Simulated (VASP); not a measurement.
# InSb: single point with PBEsol

Crystal: InSb.

```xyz
2
Lattice="0.0000 3.2606 3.2606 3.2606 0.0000 3.2606 3.2606 3.2606 0.0000" Properties=species:S:1:pos:R:3 pbc="T T T"
In    0.0000    0.0000    0.0000
Sb    4.8908    4.8908    4.8908
```

This cell differs from its parent crystal: volume scaled by 1.02.

```yaml
Program: VASP 6.6.1
Task: single point
Functional: PBEsol
Potentials_or_basis: VASP PAW PBE potentials, release 64 (In_d, Sb)
Cutoff: 520 eV
k_mesh: 9 × 9 × 9
Occupations: fermi-dirac, width 0.05 eV
Spin: no spin polarisation
```

* Pressure: 0.0 GPa
* Band gap on the k mesh: zero (filled and empty bands touch)

Levels at points of the mesh, in eV from the Fermi level:
```csv
k point,band 7,band 8,band 9,band 10,band 11,band 12
"(0.00, 0.00, 0.00)",-0.43,-0.06,-0.06,-0.06,2.88,2.88
```

It took 36 s on 1 thread of AMD EPYC 7R13 Processor (Zen 3) (shared host), peak memory 0.19 GiB.

Caveat: the PAW data sets were made with another functional, which shifts forces and pressure a little; spin-orbit coupling is left out, which moves the levels of the heavy elements.
